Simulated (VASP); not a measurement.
# AlBAs2 (P-4m2) in VASP: further runs

Runs on AlBAs2. Level: PBE. Tasks: single point, relaxation of cell and atoms.

Everything below comes from runs of VASP 6.6.1. Logs are shortened: lines on timing, memory, paths and dates and some standing lists are left out, and cuts for length are marked.

## (1) The cell of the first run

Symmetry: P-4m2, No. 115, tetragonal system. Conventional cell: a = 3.683 Å, b = 3.683 Å, c = 5.451 Å, α = 90.00°, β = 90.00°, γ = 90.00°. Within 3.2 Å of Al (site symmetry -4m2) lie 4 As at 2.42 Å. B (site symmetry -4m2) has 4 As at 2.17 Å within 2.9 Å. Within 2.9 Å of As (site symmetry 2mm) lie 2 B at 2.17 Å and 2 Al at 2.42 Å.

## (2) Single point, PBE

The input, INCAR:

```
SYSTEM = AlBAs2
PREC = Accurate
ENCUT = 520
EDIFF = 1E-6
ISMEAR = 0
SIGMA = 0.1
LREAL = .FALSE.
LASPH = .TRUE.
NELM = 100
ALGO = Normal
ISIF = 2
LWAVE = .FALSE.
LCHARG = .FALSE.
GGA = PE
NBANDS = 16
```

The input, KPOINTS:

```
regular mesh
0
G
  6 6 4
  0 0 0
```

The input, POSCAR:

```
AlBAs2
1.0
    3.6831123354      0.0000000000      0.0000000000
    0.0000000000      3.6831123354      0.0000000000
    0.0000000000      0.0000000000      5.4511210915
Al B As
1 1 2
Direct
    0.0000000000      0.0000000000      0.0000000000
    0.5000000000      0.5000000000      0.5000000000
    0.5000000000      0.0000000000      0.7119374952
    0.0000000000      0.5000000000      0.2880625048
```

Potentials or basis: VASP PAW PBE potentials, release 64 (Al, B, As).

Command:

```sh
$ cat potpaw_PBE.64/Al/POTCAR potpaw_PBE.64/B/POTCAR potpaw_PBE.64/As/POTCAR > POTCAR
$ mpirun -np 1 vasp_std > vasp.out
```

OUTCAR:

```text
SYSTEM = AlBAs2
   PREC = Accurate
   ENCUT = 520
   EDIFF = 1E-6
   ISMEAR = 0
   LREAL = .FALSE.
   LASPH = .TRUE.
   NELM = 100
   ISIF = 2
   GGA = PE

 ion  position               nearest neighbor table
   1  0.000  0.000  0.000-   3 2.42   4 2.42   4 2.42   3 2.42
   2  0.500  0.500  0.500-   3 2.17   4 2.17   3 2.17   4 2.17
   3  0.500  0.000  0.712-   2 2.17   2 2.17   1 2.42   1 2.42
   4  0.000  0.500  0.288-   2 2.17   2 2.17   1 2.42   1 2.42

  LATTYP: Found a simple tetragonal cell.
 ALAT       =     3.6831123354
 C/A-ratio  =     1.4800311788

  Lattice vectors:

 A1 = (   3.6831123354,   0.0000000000,   0.0000000000)
 A2 = (   0.0000000000,   3.6831123354,   0.0000000000)
 A3 = (   0.0000000000,   0.0000000000,   5.4511210915)

Analysis of symmetry for initial positions (statically):
=====================================================================
 Subroutine PRICEL returns:
 Original cell was already a primitive cell.

 Routine SETGRP: Setting up the symmetry group for a
 simple tetragonal supercell.

 Subroutine GETGRP returns: Found  8 space group operations
 (whereof  8 operations were pure point group operations)
 out of a pool of 16 trial point group operations.

The static configuration has the point symmetry D_2d.

Analysis of symmetry for dynamics (positions and initial velocities):
=====================================================================
 Subroutine PRICEL returns:
 Original cell was already a primitive cell.

 Routine SETGRP: Setting up the symmetry group for a
 simple tetragonal supercell.

 Subroutine GETGRP returns: Found  8 space group operations
 (whereof  8 operations were pure point group operations)
 out of a pool of 16 trial point group operations.

The dynamic configuration has the point symmetry D_2d.

 Subroutine INISYM returns: Found  8 space group operations
 (whereof  8 operations are pure point group operations),
 and found     1 'primitive' translations

----------------------------------------------------------------------------------------

                                     Primitive cell

  volume of cell :      73.9462

  direct lattice vectors                    reciprocal lattice vectors
     3.683112335  0.000000000  0.000000000     0.271509503  0.000000000  0.000000000
     0.000000000  3.683112335  0.000000000     0.000000000  0.271509503  0.000000000
     0.000000000  0.000000000  5.451121092     0.000000000  0.000000000  0.183448502

  length of vectors
     3.683112335  3.683112335  5.451121092     0.271509503  0.271509503  0.183448502

  position of ions in fractional coordinates (direct lattice)
     0.000000000  0.000000000  0.000000000
     0.500000000  0.500000000  0.500000000
     0.500000000  0.000000000  0.711937495
     0.000000000  0.500000000  0.288062505

  ion indices of the primitive-cell ions
   primitive index   ion index
                 1           1
                 2           2
                 3           3
                 4           4

----------------------------------------------------------------------------------------

 KPOINTS: regular mesh

Automatic generation of k-mesh.
 Grid dimensions read from file:
 generate k-points for:    6    6    4

 Generating k-lattice:

  Cartesian coordinates                     Fractional coordinates (reciprocal lattice)
     0.045251584  0.000000000  0.000000000     0.166666667  0.000000000  0.000000000
     0.000000000  0.045251584  0.000000000     0.000000000  0.166666667  0.000000000
     0.000000000  0.000000000  0.045862126     0.000000000  0.000000000  0.250000000

  Length of vectors
     0.045251584  0.045251584  0.045862126

  Shift w.r.t. Gamma in fractional coordinates (k-lattice)
     0.000000000  0.000000000  0.000000000

 Subroutine IBZKPT returns following result:
 ===========================================

 Found     30 irreducible k-points:

 Following reciprocal coordinates:
            Coordinates               Weight
  0.000000  0.000000  0.000000      1.000000
  0.166667  0.000000  0.000000      4.000000
  0.333333  0.000000  0.000000      4.000000
  0.500000  0.000000  0.000000      2.000000
  0.166667  0.166667  0.000000      4.000000
  0.333333  0.166667  0.000000      8.000000
[... 16 lines left out ...]
  0.333333  0.000000  0.500000      4.000000
  0.500000  0.000000  0.500000      2.000000
 [... further k-points ...]
   k-points           NKPTS =     30   k-points in BZ     NKDIM =     30   number of bands    NBANDS=     16
   number of dos      NEDOS =    301   number of ions     NIONS =      4
   total plane-waves  NPLWV =  32928
   dimension x,y,z NGX =    28 NGY =   28 NGZ =   42
   dimension x,y,z NGXF=    56 NGYF=   56 NGZF=   84
   ions per type =               1   1   2
   NGX,Y,Z   is equivalent  to a cutoff of  12.64, 12.64, 12.81 a.u.
   NGXF,Y,Z  is equivalent  to a cutoff of  25.28, 25.28, 25.62 a.u.
 SYSTEM =  AlBAs2
   PREC   = accura    normal or accurate (medium, high low for compatibility)
   ISTART =      0    job   : 0-new  1-cont  2-samecut
   ICHARG =      2    charge: 1-file 2-atom 10-const
   ISPIN  =      1    spin polarized calculation?
   LNONCOLLINEAR =      F non collinear calculations
   LSORBIT =      F    spin-orbit coupling
   LASPH  =      T    aspherical Exc in radial PAW
   ENCUT  =  520.0 eV  38.22 Ry    6.18 a.u.   6.85  6.85 10.14*2*pi/ulx,y,z
   NELM   =    100;   NELMIN=  2; NELMDL= -5     # of ELM steps
   EDIFF  = 0.1E-05   stopping-criterion for ELM
   LREAL  =      F    real-space projection
   EDIFFG = 0.1E-04   stopping-criterion for IOM
   NSW    =      0    number of steps for IOM
   IBRION =     -1    ionic relax: 0-MD 1-quasi-New 2-CG
   NFREE  =      0    steps in history (QN), initial steepest desc. (CG)
   ISIF   =      2    stress and relaxation
   ISYM   =      2    0-nonsym 1-usesym 2-fastsym
   POTIM  = 0.5000    time-step for ionic-motion
   TEBEG  =    0.0;   TEEND  =   0.0 temperature during run
   PSTRESS=    0.0 pullay stress
   NELECT =      16.0000    total number of electrons
   NUPDOWN=      -1.0000    fix difference up-down
   EMIN   =  10.00;   EMAX   =-10.00  energy-range for DOS
   EFERMI =   0.00;   METHOD = LEGACY
   ISMEAR =     0;   SIGMA  =   0.10  broadening in eV -4-tet -1-fermi 0-gaus
   EFERMI_NEDOS =   21; number of points for ismear=-14 and -15
   IALGO  =     38    algorithm
   IMIX   =      4    mixing-type and parameters
     AMIX     =   0.40;   BMIX     =  1.00
     AMIX_MAG =   1.60;   BMIX_MAG =  1.00
  volume/ion in A,a.u.               =      18.49       124.75
  Fermi-wavevector in a.u.,A,eV,Ry     =   0.982825  1.857270 13.142482  0.965945
  Thomas-Fermi vector in A             =   2.113937
   LORBIT       =      0    0 simple, 1 ext, 2 COOP (PROOUT), +10 PAW based schemes
   GGA     = PE    functional components
   LHFCALC =     F    Hartree Fock is set to
   AEXX    =    0.0000 exact exchange contribution
   IVDW    =     0    specifies the selected vdW correction
   LEPSILON=     F    determine dielectric tensor
   LRPA    =     F    only Hartree local field effects (RPA)
 non-spin polarized calculation
 Gauss-broadening in eV      SIGMA  =   0.10
  energy-cutoff  :      520.00
  volume of cell :       73.95
 maximum number of plane-waves:      2020
 NGX is ok and might be reduce to    28
   NGX = 13   NGY = 13   NGZ = 21

 number of electron      15.9999998 magnetization

 Free energy of the ion-electron system (eV)
  ---------------------------------------------------
  ext. energy  EPLUGINS =         0.00000000
  ---------------------------------------------------
  free energy    TOTEN  =       -19.91911936 eV

  energy without entropy =      -19.91911928  energy(sigma->0) =      -19.91911932

 E-fermi :   5.3791     XC(G=0):  -9.6048

 val. band max:        5.0637577216   @ k =   0.0000   0.0000   0.0000
 cond. band min:       5.6943185741   @ k =   0.5000   0.0000   0.5000
 fundamental gap:      0.6305608525
 Fermi energy:         5.3790541127

 k-point     1 :       0.0000    0.0000    0.0000
  band No.  band energies     occupation
      1      -8.6549      2.00000
      2      -5.7824      2.00000
      3      -2.1989      2.00000
      4       1.5572      2.00000
      5       1.5572      2.00000
      6       4.5844      2.00000
[... 8 lines left out ...]
     15      13.0264      0.00000
     16      14.3211      0.00000

 k-point     2 :       0.1667    0.0000    0.0000
  band No.  band energies     occupation
      1      -8.4188      2.00000
      2      -5.7582      2.00000
      3      -2.0567      2.00000
      4       0.5152      2.00000
      5       1.7436      2.00000
      6       3.2216      2.00000
[... 8 lines left out ...]
     15      13.6285      0.00000
     16      13.7655      0.00000

 k-point     3 :       0.3333    0.0000    0.0000
  band No.  band energies     occupation
      1      -7.7493      2.00000
      2      -5.9637      2.00000
      3      -1.8393      2.00000
      4      -0.1118      2.00000
      5       1.0449      2.00000
      6       2.2168      2.00000
[... 8 lines left out ...]
     15      12.4755      0.00000
     16      12.7886      0.00000

 k-point     4 :       0.5000    0.0000    0.0000
  band No.  band energies     occupation
      1      -6.9496      2.00000
      2      -6.6045      2.00000
      3      -1.6028      2.00000
      4      -0.0802      2.00000
      5       0.4118      2.00000
      6       1.2079      2.00000
[... 8 lines left out ...]
     15      11.9568      0.00000
     16      12.2819      0.00000
[... 324 lines left out ...]
 k-point    22 :       0.1667    0.0000    0.5000
  band No.  band energies     occupation
      1      -7.9384      2.00000
      2      -6.8285      2.00000
      3      -0.4146      2.00000
      4       0.3273      2.00000
      5       2.0213      2.00000
      6       2.2847      2.00000
[... 8 lines left out ...]
     15      10.8905      0.00000
     16      12.0384      0.00000

 k-point    23 :       0.3333    0.0000    0.5000
  band No.  band energies     occupation
      1      -7.3592      2.00000
      2      -6.5001      2.00000
      3      -1.9469      2.00000
      4      -0.9991      2.00000
      5       2.3886      2.00000
      6       2.7932      2.00000
[... 8 lines left out ...]
     15      11.6823      0.00000
     16      13.4653      0.00000

 k-point    24 :       0.5000    0.0000    0.5000
  band No.  band energies     occupation
      1      -6.8399      2.00000
      2      -6.4702      2.00000
      3      -2.4828      2.00000
      4      -1.8534      2.00000
      5       2.6140      2.00000
      6       3.2859      2.00000
[... 8 lines left out ...]
     15      12.4166      0.00000
     16      13.5426      0.00000

 [... further k-points ...]

------------------------ aborting loop because EDIFF is reached ----------------------------------------

  FORCE on cell =-STRESS in cart. coord.  units (eV):
  Direction    XX          YY          ZZ          XY          YZ          ZX
  --------------------------------------------------------------------------------------
  -------------------------------------------------------------------------------------
  Total        0.1337437      0.1337437      0.1300777      0.0000000      0.0000000     -0.0000000
  in kB        2.8977990      2.8977990      2.8183678      0.0000000      0.0000000     -0.0000000
  external PRESSURE =       2.8713219 kB  Pullay stress =       0.0000000 kB

 VOLUME and BASIS-vectors are now :
 -----------------------------------------------------------------------------
  energy-cutoff  :      520.00
  volume of cell :       73.95
      direct lattice vectors                 reciprocal lattice vectors
     3.683112335  0.000000000  0.000000000     0.271509503  0.000000000  0.000000000
     0.000000000  3.683112335  0.000000000     0.000000000  0.271509503  0.000000000
     0.000000000  0.000000000  5.451121092     0.000000000  0.000000000  0.183448502

 POSITION                                       TOTAL-FORCE (eV/Angst)
 -----------------------------------------------------------------------------------
      0.00000      0.00000      0.00000        -0.000000      0.000000      0.000000
      1.84156      1.84156      2.72556        -0.000000     -0.000000      0.000000
      1.84156      0.00000      3.88086         0.000000      0.000000     -0.019574
      0.00000      1.84156      1.57026        -0.000000      0.000000      0.019574
 -----------------------------------------------------------------------------------
    total drift:                                0.000000      0.000000     -0.000000

  FREE ENERGIE OF THE ION-ELECTRON SYSTEM (eV)
  ---------------------------------------------------
  free  energy   TOTEN  =       -19.9191193601 eV

  energy  without entropy=      -19.9191192844  energy(sigma->0) =      -19.91911932
```

Run time: 56 s. Hardware: 1 thread of AMD EPYC 7R13, shared host; peak memory 0.16 GiB.

Results:

```
Free energy            : -19.9191 eV
Pressure               : 0.3 GPa
Largest force          : 0.020 eV/Å
Band gap on the k mesh : 0.63 eV, indirect (least direct gap 0.73 eV)
```

Forces on the atoms (eV/Å):
```
Al   0.000  0.000  0.000
B    0.000  0.000  0.000
As   0.000  0.000 -0.020
As   0.000  0.000  0.020
```

Levels at points of the mesh, in eV from the valence-band top:
| k point | band 5 | band 6 | band 7 | band 8 | band 9 | band 10 | band 11 | band 12 |
| --- | --- | --- | --- | --- | --- | --- | --- | --- |
| (0.00, 0.00, 0.00) | -3.51 | -0.48 | 0.00 | 0.00 | 0.73 | 0.74 | 2.95 | 3.23 |
| (0.50, 0.00, 0.00) | -4.65 | -3.86 | -2.51 | -0.71 | 1.95 | 3.68 | 4.09 | 4.93 |
| (0.50, 0.50, 0.00) | -3.83 | -3.50 | -3.50 | -2.85 | 0.89 | 0.89 | 1.25 | 1.45 |
| (0.00, 0.00, 0.50) | -3.20 | -3.20 | -1.05 | -1.05 | 1.12 | 1.52 | 3.35 | 4.27 |
| (0.50, 0.00, 0.50) | -2.45 | -1.78 | -1.72 | -0.62 | 0.63 | 2.21 | 3.35 | 4.09 |
| (0.50, 0.50, 0.50) | -4.49 | -4.44 | -4.15 | -4.15 | 3.88 | 3.88 | 4.02 | 5.13 |

[end of part 1 of 2]
